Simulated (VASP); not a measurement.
A run of VASP 6.6.1 is set up as follows.

The input POSCAR:

```
Ca
1.0
    0.0000000000      2.7844097988      2.7844097988
    2.7844097988      0.0000000000      2.7844097988
    2.7844097988      2.7844097988      0.0000000000
Ca
1
Direct
    0.0000000000      0.0000000000      0.0000000000
```

INCAR.step1

```
SYSTEM = Ca
PREC     = Accurate       ! precision mode
ENCUT    = 520            ! plane-wave cutoff, eV
ISMEAR   = 1              ! smearing method
SIGMA    = 0.001          ! smearing width, eV
LREAL    = .False.        ! projectors in reciprocal space
LASPH    = .True.         ! aspherical terms in the spheres
NELM     = 80             ! most SCF steps
NBANDS   = 11             ! bands
GGA      = PE             ! functional
ALGO     = Normal         ! electronic algorithm
EDIFF    = 1E-4           ! SCF threshold, eV
LWAVE    = .True.         ! write WAVECAR
LCHARG   = .False.        ! write CHGCAR
```

Contents of INCAR.step2:

```
SYSTEM = Ca
PREC     = Accurate       ! precision mode
ENCUT    = 520            ! plane-wave cutoff, eV
EDIFF    = 1E-6           ! SCF threshold, eV
ISMEAR   = 1              ! smearing method
SIGMA    = 0.001          ! smearing width, eV
LREAL    = .False.        ! projectors in reciprocal space
LASPH    = .True.         ! aspherical terms in the spheres
NELM     = 80             ! most SCF steps
ALGO     = Normal         ! electronic algorithm
ISIF     = 2              ! what is computed and relaxed
LWAVE    = .False.        ! write WAVECAR
LCHARG   = .True.         ! write CHGCAR
METAGGA  = R2SCAN         ! meta-GGA
LMIXTAU  = .True.       
LELF     = .True.         ! ELF
LVHAR    = .True.       
NBANDS   = 11             ! bands
ISTART   = 1
```

The input KPOINTS:

```
Automatic mesh
0
Gamma
  12 12 12
  0 0 0
```

Potentials or basis: VASP PAW PBE potentials, release 64 (Ca_sv).

The run is started by

```console
$ cat potpaw_PBE.64/Ca_sv/POTCAR > POTCAR
$ cp INCAR.step1 INCAR
$ mpirun -np 1 vasp_std > vasp.out
$ cp INCAR.step2 INCAR
$ mpirun -np 1 vasp_std > vasp.out
```

(1) Predict the band gap on the k mesh.

(2) Predict the pressure.

Results:

(1) zero (band 5 reaches 2.17 eV, above the bottom of band 6 at 1.61 eV).

(2) 0.0 GPa.

Caveat: the PAW data sets were made with another functional, which shifts forces and pressure a little.
